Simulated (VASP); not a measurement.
# S (P6/mmm) in VASP: further runs

S is run at these levels: PBE; tasks: single point.

All numbers are computed with VASP 6.6.1; they aren't measurements. Logs are shortened: lines on timing, memory, paths and dates and some standing lists are left out, and cuts for length are marked.

### Step 1. The cell of the first run

Symmetry: P6/mmm, No. 191, hexagonal system. The conventional cell has a = 4.171 Å, b = 4.171 Å, c = 2.250 Å, α = 90.00°, β = 90.00°, γ = 120.00°. S (site symmetry 6/mmm) has 14 S at 2.25 to 2.66 Å within 3.0 Å. Within 3.0 Å of S (site symmetry -6m2) lie 11 S at 2.25 to 2.66 Å.

This isn't the form of S at room conditions, which is orthorhombic, of S8 rings.

### Step 2. Single point, PBE (11.30 Å³/atom)

Input file POSCAR:

```
S
1.0
    4.1713092919      0.0000000000      0.0000000000
   -2.0856546460      3.6124598138      0.0000000000
    0.0000000000      0.0000000000      2.2495938252
S
3
Direct
    0.0000000000      0.0000000000      0.0000000000
    0.3333333333      0.6666666667      0.5000000000
    0.6666666667      0.3333333333      0.5000000000
```

Input file INCAR.step1:

```
PREC = Accurate
ENCUT = 520
EDIFF = 1E-6
ISMEAR = -1
SIGMA = 0.1
LREAL = False
LASPH = True
NELM = 80
ALGO = Normal
ISIF = 2
LWAVE = False
LCHARG = True
GGA = PE
NBANDS = 16
```

Input file KPOINTS.step1:

```
regular mesh
0
Gamma
  8 8 11
```

Input file INCAR.step2:

```
PREC = Accurate
ENCUT = 520
EDIFF = 1E-6
ISMEAR = -5
SIGMA = 0.1
LREAL = False
LASPH = True
NELM = 80
ALGO = Normal
ISIF = 2
LWAVE = False
LCHARG = False
GGA = PE
LORBIT = 10
NEDOS = 1001
ICHARG = 11
```

Input file KPOINTS.step2:

```
regular mesh
0
Gamma
  12 12 17
```

Potentials or basis: VASP PAW PBE potentials, release 64 (S).

Started as:

```console
$ cat potpaw_PBE.64/S/POTCAR > POTCAR
$ cp INCAR.step1 INCAR
$ cp KPOINTS.step1 KPOINTS
$ mpirun -np 1 vasp_std > vasp.out
$ cp INCAR.step2 INCAR
$ cp KPOINTS.step2 KPOINTS
$ mpirun -np 1 vasp_std > vasp.out
```

OUTCAR:

```text
PREC = Accurate
   ENCUT = 520
   EDIFF = 1E-6
   ISMEAR = -5
   LREAL = False
   LASPH = True
   NELM = 80
   ISIF = 2
   GGA = PE
   LORBIT = 10
   ICHARG = 11

 ion  position               nearest neighbor table
   1  0.000  0.000  0.000-   2 2.66   3 2.66   2 2.66   3 2.66   3 2.66   3 2.66   2 2.66   2 2.66
                             3 2.66   3 2.66   2 2.66   2 2.66
   2  0.333  0.667  0.500-   3 2.41   3 2.41   3 2.41   1 2.66   1 2.66   1 2.66   1 2.66   1 2.66
                             1 2.66
   3  0.667  0.333  0.500-   2 2.41   2 2.41   2 2.41   1 2.66   1 2.66   1 2.66   1 2.66   1 2.66
                             1 2.66

  LATTYP: Found a hexagonal cell.
 ALAT       =     4.1713092919
 C/A-ratio  =     0.5393016120

  Lattice vectors:

 A1 = (   4.1713092919,   0.0000000000,   0.0000000000)
 A2 = (  -2.0856546460,   3.6124598138,   0.0000000000)
 A3 = (   0.0000000000,   0.0000000000,   2.2495938252)

Analysis of symmetry for initial positions (statically):
=====================================================================
 Subroutine PRICEL returns:
 Original cell was already a primitive cell.

 Routine SETGRP: Setting up the symmetry group for a
 hexagonal supercell.

 Subroutine GETGRP returns: Found 24 space group operations
 (whereof 24 operations were pure point group operations)
 out of a pool of 24 trial point group operations.

The static configuration has the point symmetry D_6h.

Analysis of symmetry for dynamics (positions and initial velocities):
=====================================================================
 Subroutine PRICEL returns:
 Original cell was already a primitive cell.

 Routine SETGRP: Setting up the symmetry group for a
 hexagonal supercell.

 Subroutine GETGRP returns: Found 24 space group operations
 (whereof 24 operations were pure point group operations)
 out of a pool of 24 trial point group operations.

The dynamic configuration has the point symmetry D_6h.

 Subroutine INISYM returns: Found 24 space group operations
 (whereof 24 operations are pure point group operations),
 and found     1 'primitive' translations

----------------------------------------------------------------------------------------

                                     Primitive cell

  volume of cell :      33.8984

  direct lattice vectors                    reciprocal lattice vectors
[... 109 lines left out ...]
   IMIX   =      4    mixing-type and parameters
     AMIX     =   0.40;   BMIX     =  1.00
     AMIX_MAG =   1.60;   BMIX_MAG =  1.00
  volume/ion in A,a.u.               =      11.30        76.25
  Fermi-wavevector in a.u.,A,eV,Ry     =   1.325681  2.505175 23.911302  1.757431
  Thomas-Fermi vector in A             =   2.455124
   LORBIT       =     10    0 simple, 1 ext, 2 COOP (PROOUT), +10 PAW based schemes
   GGA     = PE    functional components
   LHFCALC =     F    Hartree Fock is set to
   AEXX    =    0.0000 exact exchange contribution
   IVDW    =     0    specifies the selected vdW correction
   LEPSILON=     F    determine dielectric tensor
   LRPA    =     F    only Hartree local field effects (RPA)
 non-spin polarized calculation
 Fermi weights with tetrahedron method with Bloechl corrections
  energy-cutoff  :      520.00
  volume of cell :       33.90
 maximum number of plane-waves:       944
 NGX is ok and might be reduce to    32

 number of electron      18.0000000 magnetization

 Free energy of the ion-electron system (eV)
  ---------------------------------------------------
  ext. energy  EPLUGINS =         0.00000000
  ---------------------------------------------------
  free energy    TOTEN  =        -7.11107243 eV

  energy without entropy =       -7.11107243  energy(sigma->0) =       -7.11107243

 E-fermi :  13.3513     XC(G=0): -12.8009

 val. band max:       13.5124868875   @ k =   0.3333   0.0000   0.3529
 cond. band min:      13.0484423651   @ k =   0.3333   0.3333   0.4706
 fundamental gap:     -0.4640445224
 Fermi energy:        13.3512998354

 k-point     1 :       0.0000    0.0000    0.0000
  band No.  band energies     occupation
      1      -7.7748      2.00000
      2      -0.4851      2.00000
      3      -0.2845      2.00000
      4       4.5323      2.00000
      5       4.5324      2.00000
      6       4.9770      2.00000
      7       4.9770      2.00000
      8      16.7277      0.00000
      9      17.3240      0.00000
     10      17.3240      0.00000
     11      20.7865      0.00000
     12      20.8333      0.00000
     13      21.1288      0.00000
[... 354 lines left out ...]
  band No.  band energies     occupation
      1      -6.5460      2.00000
      2      -3.3036      2.00000
      3      -1.3978      2.00000
      4       2.5927      2.00000
      5       6.5382      2.00000
      6       9.1630      2.00000
      7      11.0216      2.00000
      8      12.4012      2.06178
      9      14.6339     -0.00982
     10      16.2713      0.00000
     11      18.6403      0.00000
     12      19.5563      0.00000
     13      21.7485      0.00000

 [... further k-points ...]

------------------------ aborting loop because EDIFF is reached ----------------------------------------

  FORCE on cell =-STRESS in cart. coord.  units (eV):
  Direction    XX          YY          ZZ          XY          YZ          ZX
  --------------------------------------------------------------------------------------
  -------------------------------------------------------------------------------------
  Total       12.4793889     12.4793889     11.8944496     -0.0000000      0.0000000      0.0000000
  in kB      589.8266226    589.8266226    562.1800169     -0.0000000      0.0000000      0.0000000
  external PRESSURE =     580.6110874 kB  Pullay stress =       0.0000000 kB

 VOLUME and BASIS-vectors are now :
 -----------------------------------------------------------------------------
  energy-cutoff  :      520.00
  volume of cell :       33.90
      direct lattice vectors                 reciprocal lattice vectors
     4.171309292  0.000000000  0.000000000     0.239732882  0.138409844  0.000000000
    -2.085654646  3.612459814  0.000000000     0.000000000  0.276819688  0.000000000
     0.000000000  0.000000000  2.249593825     0.000000000  0.000000000  0.444524691

 POSITION                                       TOTAL-FORCE (eV/Angst)
 -----------------------------------------------------------------------------------
      0.00000      0.00000      0.00000        -0.000000     -0.000000      0.000000
     -0.00000      2.40831      1.12480         0.000000     -0.000000     -0.000000
      2.08565      1.20415      1.12480        -0.000000      0.000000      0.000000
 -----------------------------------------------------------------------------------
    total drift:                               -0.000000      0.000000      0.000000

  FREE ENERGIE OF THE ION-ELECTRON SYSTEM (eV)
  ---------------------------------------------------
  free  energy   TOTEN  =        -7.1110724317 eV

  energy  without entropy=       -7.1110724317  energy(sigma->0) =       -7.11107243

 total charge

# of ion       s       p       d       tot
------------------------------------------
    1        1.434   2.223   0.000   3.657
    2        1.445   2.110   0.000   3.556
    3        1.445   2.110   0.000   3.556
--------------------------------------------------
tot          4.325   6.443   0.000  10.768
```

OUTCAR.step1:

```text
PREC = Accurate
   ENCUT = 520
   EDIFF = 1E-6
   ISMEAR = -1
   LREAL = False
   LASPH = True
[... 684 lines left out ...]
      0.00000      0.00000      0.00000         0.000000      0.000000      0.000000
     -0.00000      2.40831      1.12480        -0.000000      0.000000     -0.000000
      2.08565      1.20415      1.12480         0.000000     -0.000000      0.000000
 -----------------------------------------------------------------------------------
    total drift:                               -0.000000      0.000000      0.000000

  FREE ENERGIE OF THE ION-ELECTRON SYSTEM (eV)
  ---------------------------------------------------
  free  energy   TOTEN  =        -7.2089852320 eV

  energy  without entropy=       -7.1723394947  energy(sigma->0) =       -7.19066236
```

OSZICAR.step1:

```text
N       E                     dE             d eps       ncg     rms          rms(c)
DAV:   1     0.652598013354E+02    0.65260E+02   -0.85019E+03  1920   0.102E+03
DAV:   2    -0.475726018805E+01   -0.70017E+02   -0.66275E+02  2648   0.178E+02
DAV:   3    -0.722563093936E+01   -0.24684E+01   -0.24500E+01  2552   0.338E+01
DAV:   4    -0.723936052733E+01   -0.13730E-01   -0.13726E-01  2544   0.308E+00
DAV:   5    -0.723948432839E+01   -0.12380E-03   -0.12380E-03  2640   0.265E-01    0.301E+01
DAV:   6    -0.720611740425E+01    0.33367E-01   -0.17789E-01  2616   0.242E+00    0.183E+01
DAV:   7    -0.721279159466E+01   -0.66742E-02   -0.46241E-02  2504   0.146E+00    0.108E+00
DAV:   8    -0.720883944901E+01    0.39521E-02   -0.11953E-02  2552   0.751E-01    0.279E-01
DAV:   9    -0.720899556296E+01   -0.15611E-03   -0.17345E-03  2408   0.274E-01    0.216E-01
DAV:  10    -0.720902124189E+01   -0.25679E-04   -0.30268E-04  2616   0.108E-01    0.213E-01
DAV:  11    -0.720898538288E+01    0.35859E-04   -0.86950E-05  2408   0.582E-02    0.143E-02
DAV:  12    -0.720898523199E+01    0.15089E-06   -0.43657E-06  2512   0.134E-02
   1 F= -.72089852E+01 E0= -.71906624E+01  d E =-.366457E-01
```

Wall time 64 s (1 thread of Intel Xeon 8259CL, shared host); peak memory 0.18 GiB.

Results:

```
Valence electrons inside the program's atomic spheres : S 3.66, 3.56 (each value once)
```

Caveat: tetrahedron occupations give inexact forces and stress in metals.

(Continued in part 2 of 2.)
